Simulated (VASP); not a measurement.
# Sn4S: single point with PBE

Crystal: Sn4S.

```
Sn S
1.0
    -3.32512    3.32512    3.32512
     3.32512   -3.32512    3.32512
     3.32512    3.32512   -3.32512
Sn S
4 1
Direct
  0.00000 0.50000 0.00000
  0.50000 0.50000 0.50000
  0.00000 0.00000 0.50000
  0.50000 0.00000 0.00000
  0.00000 0.00000 0.00000
```

```
Program             : VASP 6.6.1
Task                : single point
Functional          : PBE
Potentials or basis : VASP PAW PBE potentials, release 64 (Sn_d, S)
Cutoff              : 520 eV
k mesh              : 8 × 8 × 8
Occupations         : gaussian, width 0.1 eV
Spin                : no spin polarisation
```

```yaml
Pressure: 0.0 GPa
Band_gap_on_the_k_mesh: zero (band 31 reaches 6.98 eV, above the bottom of band 32 at 5.57 eV)
```

Levels at points of the mesh, in eV from the Fermi level:
| k point | band 29 | band 30 | band 31 | band 32 | band 33 | band 34 |
| --- | --- | --- | --- | --- | --- | --- |
| (0.00, 0.00, 0.00) | -1.91 | -1.91 | -1.91 | 1.76 | 1.76 | 1.76 |
| (0.50, 0.00, 0.00) | -1.80 | -1.41 | -0.21 | 0.36 | 0.81 | 0.85 |
| (0.50, 0.50, 0.50) | -1.82 | -1.82 | -0.70 | -0.70 | -0.70 | -0.70 |

Wall time 2.7 min on 1 thread of Intel(R) Xeon(R) 6975P-C (Granite Rapids) (shared host), peak memory 0.37 GiB.

Caveat: spin-orbit coupling is left out, which moves the levels of the heavy elements.
